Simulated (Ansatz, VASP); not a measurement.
**Two plane-wave programs on Pt**

The input INCAR:

```
SYSTEM = Pt
PREC = Accurate
ENCUT = 520
EDIFF = 1E-7
ISMEAR = 0
SIGMA = 0.15
LREAL = .False.
LASPH = .True.
NELM = 80
ALGO = Fast
ISIF = 2
LWAVE = .False.
LCHARG = .False.
GGA = CA
NBANDS = 11
```

Contents of KPOINTS:

```
Automatic mesh
0
Gamma
  22 22 22
  0 0 0
```

POSCAR

```
Pt
1.0
    0.0000000000      2.0708692698      1.6173488997
    2.0708692698      0.0000000000      1.6173488997
    2.0708692698      2.0708692698      0.0000000000
Pt
1
Direct
    0.0000000000      0.0000000000      0.0000000000
```

Input for Ansatz:

```yaml
crystal:
  lattice:
    - [0.0, 2.0708692698, 1.6173488997]
    - [2.0708692698, 0.0, 1.6173488997]
    - [2.0708692698, 2.0708692698, 0.0]
  atoms:
    - { symbol: Pt, position: [0.0, 0.0, 0.0] }
basis:
  ecutwfc: 420
kpoints:
  mp_grid: { grid: [22, 22, 22] }
hamiltonian:
  xc: lda
scf:
  occupations: { method: gaussian, width: 0.15 }
output:
  forces: true
  stress: true
  eigenvalues: true
```

Alike in both runs: task single point; functional LDA; k mesh 22 × 22 × 22; occupations gaussian, width 0.15 eV; no spin polarisation.

|  | VASP | Ansatz |
| --- | --- | --- |
| version | VASP 6.6.1 | Ansatz 0.2.0 |
| potentials or method | VASP PAW LDA potentials, release 64 (Pt), cutoff 520 eV | scalar-relativistic, plane waves, PAW |
| valence electrons in the cell | 10 | 18 |

```csv
,VASP,Ansatz,Ansatz less VASP
gap on the k mesh at the Fermi level (eV),none,none,-
pressure (GPa),26.0,25.5,-0.50
"traceless stress, the component that is largest in VASP (GPa)",5.95,5.94,-0.005
```

LDA's correlation is that of Perdew and Zunger in VASP and of Perdew and Wang (1992) in Ansatz. A gap of «none» marks a metal or a gap that the smearing closes. VASP's potentials hold 10 valence electrons a cell and Ansatz's 18, so a difference there can come from the potentials and not from the codes.

Spin-orbit coupling is off throughout.
